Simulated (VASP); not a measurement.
A run of VASP 6.6.1:

INCAR

```
  PREC = Accurate
  ENCUT = 520
  EDIFF = 1E-7
  ISMEAR = 0
  SIGMA = 0.05
  LREAL = F
  LASPH = T
  NELM = 100
  ALGO = Normal
  ISIF = 2
  LWAVE = F
  LCHARG = F
  GGA = PE
  NBANDS = 24
```

File KPOINTS:

```
Automatic mesh
0
Gamma
  8 8 6
```

Contents of POSCAR:

```
BaTe
1.0
    4.8103430265      0.0000000000      0.0000000000
   -2.4051715133      4.1658792619      0.0000000000
    0.0000000000      0.0000000000      8.5636163232
Ba Te
2 2
Direct
    0.3333333333      0.6666666667      0.2500000000
    0.6666666667      0.3333333333      0.7500000000
    0.0000000000      0.0000000000      0.0000000000
    0.0000000000      0.0000000000      0.5000000000
```

Potentials or basis: VASP PAW PBE potentials, release 64 (Ba_sv, Te).

Run with:

```bash
$ cat potpaw_PBE.64/Ba_sv/POTCAR potpaw_PBE.64/Te/POTCAR > POTCAR
$ mpirun -np 1 vasp_std > vasp.out
```

Hardware: 1 thread of Intel(R) Xeon(R) Platinum 8488C (Sapphire Rapids), on a shared host.

Task: How long does it take, and how much memory?

Result: Wall time 2.4 min on 1 thread of Intel(R) Xeon(R) Platinum 8488C (Sapphire Rapids) (shared host), peak memory 0.36 GiB. Counts: scf iterations 16, k points 40.
